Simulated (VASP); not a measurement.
# HfN (CsCl type) (Pm-3m) in VASP: further runs

Runs on HfN (CsCl type). Level: PBE. Tasks: single point.

Program: VASP 6.6.1. These are calculated values, not measurements. Logs are shortened: lines on timing, memory, paths and dates and some standing lists are left out, and cuts for length are marked.

## Step 1: The cell of the first run

It takes space group Pm-3m (No. 221, cubic). Conventional cell: a = 2.707 Å, b = 2.707 Å, c = 2.707 Å, α = 90.00°, β = 90.00°, γ = 90.00°. Hf (site symmetry m-3m) has 8 N at 2.34 Å and 6 Hf at 2.71 Å within 3.1 Å. Within 3.1 Å of N (site symmetry m-3m) lie 8 Hf at 2.34 Å and 6 N at 2.71 Å.

## Step 2: Single point, PBE (volume scaled by 0.88)

The input, INCAR:

```
SYSTEM = HfN
ALGO     = Normal         ! electronic algorithm
EDIFF    = 1E-7           ! SCF threshold, eV
ENCUT    = 520            ! plane-wave cutoff, eV
GGA      = PE             ! functional
ISIF     = 2              ! what is computed and relaxed
ISMEAR   = -1             ! smearing method
LASPH    = .True.         ! aspherical terms in the spheres
LCHARG   = .False.        ! write CHGCAR
LREAL    = .False.        ! projectors in reciprocal space
LWAVE    = .False.        ! write WAVECAR
NBANDS   = 14             ! bands
NELM     = 100            ! most SCF steps
PREC     = Accurate       ! precision mode
SIGMA    = 0.05           ! smearing width, eV
```

The input, KPOINTS:

```
k-points
0
Gamma
  14 14 14
  0 0 0
```

The input, POSCAR:

```
HfN
1.0
    2.7072662135      0.0000000000      0.0000000000
    0.0000000000      2.7072662135      0.0000000000
    0.0000000000      0.0000000000      2.7072662135
Hf N
1 1
Direct
    0.0000000000      0.0000000000      0.0000000000
    0.5000000000      0.5000000000      0.5000000000
```

Potentials or basis: VASP PAW PBE potentials, release 64 (Hf_pv, N).

Command:

```console
cat potpaw_PBE.64/Hf_pv/POTCAR potpaw_PBE.64/N/POTCAR > POTCAR
mpirun -np 1 vasp_std > vasp.out
```

OUTCAR:

```text
SYSTEM = HfN
   EDIFF = 1E-7
   ENCUT = 520
   GGA = PE
   ISIF = 2
   ISMEAR = -1
   LASPH = .True.
   LREAL = .False.
   NELM = 100
   PREC = Accurate

 ion  position               nearest neighbor table
   1  0.000  0.000  0.000-   2 2.34   2 2.34   2 2.34   2 2.34   2 2.34   2 2.34   2 2.34   2 2.34

   2  0.500  0.500  0.500-   1 2.34   1 2.34   1 2.34   1 2.34   1 2.34   1 2.34   1 2.34   1 2.34

  LATTYP: Found a simple cubic cell.
 ALAT       =     2.7072662135

  Lattice vectors:

 A1 = (   2.7072662135,   0.0000000000,   0.0000000000)
 A2 = (   0.0000000000,   2.7072662135,   0.0000000000)
 A3 = (   0.0000000000,   0.0000000000,   2.7072662135)

Analysis of symmetry for initial positions (statically):
=====================================================================
 Subroutine PRICEL returns:
 Original cell was already a primitive cell.

 Routine SETGRP: Setting up the symmetry group for a
 simple cubic supercell.

 Subroutine GETGRP returns: Found 48 space group operations
 (whereof 48 operations were pure point group operations)
 out of a pool of 48 trial point group operations.

The static configuration has the point symmetry O_h .

Analysis of symmetry for dynamics (positions and initial velocities):
=====================================================================
 Subroutine PRICEL returns:
 Original cell was already a primitive cell.

 Routine SETGRP: Setting up the symmetry group for a
 simple cubic supercell.

 Subroutine GETGRP returns: Found 48 space group operations
 (whereof 48 operations were pure point group operations)
 out of a pool of 48 trial point group operations.

The dynamic configuration has the point symmetry O_h .

 Subroutine INISYM returns: Found 48 space group operations
 (whereof 48 operations are pure point group operations),
 and found     1 'primitive' translations

----------------------------------------------------------------------------------------

                                     Primitive cell

  volume of cell :      19.8423

  direct lattice vectors                    reciprocal lattice vectors
     2.707266214  0.000000000  0.000000000     0.369376308  0.000000000  0.000000000
     0.000000000  2.707266214  0.000000000     0.000000000  0.369376308  0.000000000
     0.000000000  0.000000000  2.707266214     0.000000000  0.000000000  0.369376308

  length of vectors
     2.707266214  2.707266214  2.707266214     0.369376308  0.369376308  0.369376308

  position of ions in fractional coordinates (direct lattice)
     0.000000000  0.000000000  0.000000000
     0.500000000  0.500000000  0.500000000
[... 83 lines left out ...]
   ISIF   =      2    stress and relaxation
   ISYM   =      2    0-nonsym 1-usesym 2-fastsym
   POTIM  = 0.5000    time-step for ionic-motion
   TEBEG  =    0.0;   TEEND  =   0.0 temperature during run
   PSTRESS=    0.0 pullay stress
   NELECT =      15.0000    total number of electrons
   NUPDOWN=      -1.0000    fix difference up-down
   EMIN   =  10.00;   EMAX   =-10.00  energy-range for DOS
   EFERMI =   0.00;   METHOD = LEGACY
   ISMEAR =    -1;   SIGMA  =   0.05  broadening in eV -4-tet -1-fermi 0-gaus
   EFERMI_NEDOS =   21; number of points for ismear=-14 and -15
   IALGO  =     38    algorithm
   IMIX   =      4    mixing-type and parameters
     AMIX     =   0.40;   BMIX     =  1.00
     AMIX_MAG =   1.60;   BMIX_MAG =  1.00
  volume/ion in A,a.u.               =       9.92        66.95
  Fermi-wavevector in a.u.,A,eV,Ry     =   1.491332  2.818209 30.260318  2.224071
  Thomas-Fermi vector in A             =   2.604000
   LORBIT       =      0    0 simple, 1 ext, 2 COOP (PROOUT), +10 PAW based schemes
   GGA     = PE    functional components
   LHFCALC =     F    Hartree Fock is set to
   AEXX    =    0.0000 exact exchange contribution
   IVDW    =     0    specifies the selected vdW correction
   LEPSILON=     F    determine dielectric tensor
   LRPA    =     F    only Hartree local field effects (RPA)
 non-spin polarized calculation
  energy-cutoff  :      520.00
  volume of cell :       19.84
 maximum number of plane-waves:       554
   NGX = 11   NGY = 11   NGZ = 11

 number of electron      15.0000004 magnetization

 Free energy of the ion-electron system (eV)
  ---------------------------------------------------
  ext. energy  EPLUGINS =         0.00000000
  ---------------------------------------------------
  free energy    TOTEN  =       -19.52395239 eV

  energy without entropy =      -19.51609782  energy(sigma->0) =      -19.52002510

 E-fermi :   8.6038     XC(G=0): -13.6263

 val. band max:        8.5996906587   @ k =   0.2857   0.2857   0.0000
 cond. band min:       8.6137117937   @ k =   0.2143   0.1429   0.1429
 fundamental gap:      0.0140211350
 Fermi energy:         8.6037544598

 k-point     1 :       0.0000    0.0000    0.0000
  band No.  band energies     occupation
      1     -21.0886      2.00000
      2     -21.0886      2.00000
      3     -21.0886      2.00000
      4      -8.3368      2.00000
      5       5.7491      2.00000
      6       5.7492      2.00000
      7       7.5363      2.00000
      8       7.5363      2.00000
      9       7.5363      2.00000
     10      13.8129      0.00000
     11      15.9200      0.00000
     12      15.9200      0.00000
     13      15.9200      0.00000
     14      22.1558      0.00000
[... 377 lines left out ...]
      1     -22.5880      2.00000
      2     -21.6776      2.00000
      3     -20.8580      2.00000
      4      -5.9614      2.00000
      5       2.1260      2.00000
      6       4.9806      2.00000
      7       6.4310      2.00000
      8       8.2943      1.99591
      9      13.6367      0.00000
     10      13.8263      0.00000
     11      14.0770      0.00000
     12      16.1307      0.00000
     13      19.2664      0.00000
     14      22.1616      0.00000

 [... further k-points ...]
[... 5 lines left out ...]
  --------------------------------------------------------------------------------------
  -------------------------------------------------------------------------------------
  Total        4.4037958      4.4037958      4.4037958      0.0000000      0.0000000      0.0000000
  in kB      355.5861702    355.5861702    355.5861702      0.0000000      0.0000000      0.0000000
  external PRESSURE =     355.5861702 kB  Pullay stress =       0.0000000 kB

 VOLUME and BASIS-vectors are now :
 -----------------------------------------------------------------------------
  energy-cutoff  :      520.00
  volume of cell :       19.84
      direct lattice vectors                 reciprocal lattice vectors
     2.707266214  0.000000000  0.000000000     0.369376308  0.000000000  0.000000000
     0.000000000  2.707266214  0.000000000     0.000000000  0.369376308  0.000000000
     0.000000000  0.000000000  2.707266214     0.000000000  0.000000000  0.369376308

 POSITION                                       TOTAL-FORCE (eV/Angst)
 -----------------------------------------------------------------------------------
      0.00000      0.00000      0.00000         0.000000      0.000000      0.000000
      1.35363      1.35363      1.35363         0.000000      0.000000      0.000000
 -----------------------------------------------------------------------------------
    total drift:                                0.000000      0.000000      0.000000

  FREE ENERGIE OF THE ION-ELECTRON SYSTEM (eV)
  ---------------------------------------------------
  free  energy   TOTEN  =       -19.5239523907 eV

  energy  without entropy=      -19.5160978192  energy(sigma->0) =      -19.52002510
```

Wall time 10 s (1 thread of Intel Xeon 6975P-C (Granite Rapids), shared host); peak memory 0.15 GiB.

Results:

```yaml
Free_energy: -19.5240 eV
Pressure: 35.6 GPa
```

Levels at points of the mesh, in eV from the Fermi level:
| k point | band 4 | band 5 | band 6 | band 7 | band 8 | band 9 | band 10 | band 11 | band 12 | band 13 |
| --- | --- | --- | --- | --- | --- | --- | --- | --- | --- | --- |
| (0.00, 0.00, 0.00) | -16.94 | -2.85 | -2.85 | -1.07 | -1.07 | -1.07 | 5.21 | 7.32 | 7.32 | 7.32 |
| (0.50, 0.00, 0.00) | -13.86 | -8.37 | -2.99 | -2.99 | -1.41 | 6.65 | 8.08 | 8.25 | 8.25 | 10.87 |
| (0.50, 0.50, 0.00) | -14.96 | -4.15 | -4.15 | -1.41 | -0.57 | 3.35 | 3.42 | 3.42 | 10.76 | 13.51 |
| (0.50, 0.50, 0.50) | -12.80 | -7.73 | -7.73 | -7.73 | 9.08 | 9.08 | 9.08 | 11.15 | 11.15 | 11.45 |

Caveat: spin-orbit coupling is left out, which moves the levels of the heavy elements.

## Step 3: Single point, PBE (volume scaled by 0.88)

The input, INCAR:

```
  PREC = Accurate
  ENCUT = 520
  EDIFF = 1E-6
  ISMEAR = -1
  SIGMA = 0.05
  LREAL = False
  LASPH = True
  NELM = 100
  ALGO = Normal
  ISIF = 2
  LWAVE = False
  LCHARG = False
  GGA = PE
  NBANDS = 14
```

The input, KPOINTS:

```
Automatic mesh
0
Gamma
  14 14 14
```

POSCAR is that of step 2.

Potentials or basis: VASP PAW PBE potentials, release 64 (Hf_pv, N).

Command:

```console
cat potpaw_PBE.64/Hf_pv/POTCAR potpaw_PBE.64/N/POTCAR > POTCAR
mpirun -np 1 vasp_std > vasp.out
```

Wall time 10 s (1 thread of Intel Xeon 6975P-C (Granite Rapids), shared host); peak memory 0.15 GiB.

It converged, with:

- Free energy: -19.5240 eV
- Pressure: 35.5 GPa

Levels at points of the mesh, in eV from the Fermi level:
| k point | band 4 | band 5 | band 6 | band 7 | band 8 | band 9 | band 10 | band 11 | band 12 | band 13 |
| --- | --- | --- | --- | --- | --- | --- | --- | --- | --- | --- |
| (0.00, 0.00, 0.00) | -16.94 | -2.85 | -2.85 | -1.07 | -1.07 | -1.07 | 5.21 | 7.32 | 7.32 | 7.32 |
| (0.50, 0.00, 0.00) | -13.86 | -8.37 | -2.99 | -2.99 | -1.41 | 6.65 | 8.08 | 8.25 | 8.25 | 10.87 |
| (0.50, 0.50, 0.00) | -14.96 | -4.15 | -4.15 | -1.41 | -0.57 | 3.35 | 3.42 | 3.42 | 10.76 | 13.51 |
| (0.50, 0.50, 0.50) | -12.80 | -7.73 | -7.73 | -7.73 | 9.08 | 9.08 | 9.08 | 11.15 | 11.15 | 11.45 |

Caveat: spin-orbit coupling is left out, which moves the levels of the heavy elements.

## Step 4: Single point, PBE (volume scaled by 0.94)

The input, INCAR:

```
  PREC = Accurate
  ENCUT = 520
  EDIFF = 1E-6
  ISMEAR = -1
  SIGMA = 0.05
  LREAL = False
  LASPH = True
  NELM = 80
  ALGO = Normal
  ISIF = 2
  LWAVE = False
  LCHARG = True
  GGA = PE
  LELF = True
  LVHAR = True
  NBANDS = 14
```

KPOINTS is that of step 3.

The input, POSCAR:

```
HfN
1.0
    2.7674472854      0.0000000000      0.0000000000
    0.0000000000      2.7674472854      0.0000000000
    0.0000000000      0.0000000000      2.7674472854
Hf N
1 1
Direct
    0.0000000000      0.0000000000      0.0000000000
    0.5000000000      0.5000000000      0.5000000000
```

Potentials or basis: VASP PAW PBE potentials, release 64 (Hf_pv, N).

Command:

```console
cat potpaw_PBE.64/Hf_pv/POTCAR potpaw_PBE.64/N/POTCAR > POTCAR
mpirun -np 1 vasp_std > vasp.out
```

OUTCAR:

```text
PREC = Accurate
   ENCUT = 520
   EDIFF = 1E-6
   ISMEAR = -1
   LREAL = False
   LASPH = True
   NELM = 80
   ISIF = 2
   GGA = PE

 ion  position               nearest neighbor table
   1  0.000  0.000  0.000-   2 2.40   2 2.40   2 2.40   2 2.40   2 2.40   2 2.40   2 2.40   2 2.40

   2  0.500  0.500  0.500-   1 2.40   1 2.40   1 2.40   1 2.40   1 2.40   1 2.40   1 2.40   1 2.40

  LATTYP: Found a simple cubic cell.
 ALAT       =     2.7674472854

  Lattice vectors:

 A1 = (   2.7674472854,   0.0000000000,   0.0000000000)
 A2 = (   0.0000000000,   2.7674472854,   0.0000000000)
 A3 = (   0.0000000000,   0.0000000000,   2.7674472854)

Analysis of symmetry for initial positions (statically):
=====================================================================
 Subroutine PRICEL returns:
 Original cell was already a primitive cell.

 Routine SETGRP: Setting up the symmetry group for a
 simple cubic supercell.

 Subroutine GETGRP returns: Found 48 space group operations
 (whereof 48 operations were pure point group operations)
 out of a pool of 48 trial point group operations.

The static configuration has the point symmetry O_h .
[... 166 lines left out ...]
 Fermi energy:         7.9475863767

 k-point     1 :       0.0000    0.0000    0.0000
  band No.  band energies     occupation
      1     -21.9630      2.00000
      2     -21.9630      2.00000
      3     -21.9630      2.00000
      4      -8.5409      2.00000
      5       5.3699      2.00000
      6       5.3699      2.00000
      7       6.8916      2.00000
      8       6.8916      2.00000
      9       6.8916      2.00000
     10      12.1648      0.00000
     11      14.7916      0.00000
     12      14.7916      0.00000
     13      14.7917      0.00000
     14      21.2692      0.00000
[... 377 lines left out ...]
      1     -23.1889      2.00000
      2     -22.4453      2.00000
      3     -21.7782      2.00000
      4      -6.4038      2.00000
      5       1.7388      2.00000
      6       4.4795      2.00000
      7       5.9325      2.00000
      8       7.6797      1.99063
      9      12.6468      0.00000
     10      12.8929      0.00000
     11      12.9180      0.00000
     12      14.9799      0.00000
     13      17.7337      0.00000
     14      21.2712      0.00000

 [... further k-points ...]
[... 5 lines left out ...]
  --------------------------------------------------------------------------------------
  -------------------------------------------------------------------------------------
  Total        1.7746688      1.7746688      1.7746688      0.0000000     -0.0000000      0.0000000
  in kB      134.1497382    134.1497382    134.1497382      0.0000000     -0.0000000      0.0000000
  external PRESSURE =     134.1497382 kB  Pullay stress =       0.0000000 kB

 VOLUME and BASIS-vectors are now :
 -----------------------------------------------------------------------------
  energy-cutoff  :      520.00
  volume of cell :       21.20
      direct lattice vectors                 reciprocal lattice vectors
     2.767447285  0.000000000  0.000000000     0.361343829  0.000000000  0.000000000
     0.000000000  2.767447285  0.000000000     0.000000000  0.361343829  0.000000000
     0.000000000  0.000000000  2.767447285     0.000000000  0.000000000  0.361343829

 POSITION                                       TOTAL-FORCE (eV/Angst)
 -----------------------------------------------------------------------------------
      0.00000      0.00000      0.00000         0.000000      0.000000      0.000000
      1.38372      1.38372      1.38372         0.000000      0.000000      0.000000
 -----------------------------------------------------------------------------------
    total drift:                                0.000000      0.000000     -0.000000

  FREE ENERGIE OF THE ION-ELECTRON SYSTEM (eV)
  ---------------------------------------------------
  free  energy   TOTEN  =       -19.7267136729 eV

  energy  without entropy=      -19.7175460039  energy(sigma->0) =      -19.72212984
```

stdout:

```text
POSCAR found type information on POSCAR HfN
 POSCAR found :  2 types and       2 ions
 scaLAPACK will be used
 LDA part: xc-table for (Slater+PW92), standard interpolation
 POSCAR, INCAR and KPOINTS ok, starting setup
 FFT: planning ... GRIDC
 FFT: planning ... GRID_SOFT
 FFT: planning ... GRID
 WAVECAR not read
 entering main loop
```

It took 12 s on 1 thread of Intel Xeon 6975P-C (Granite Rapids), shared host; peak memory 0.16 GiB.

Results:

```yaml
Free_energy: -19.7267 eV
Pressure: 13.4 GPa
```

Caveat: spin-orbit coupling is left out, which moves the levels of the heavy elements.
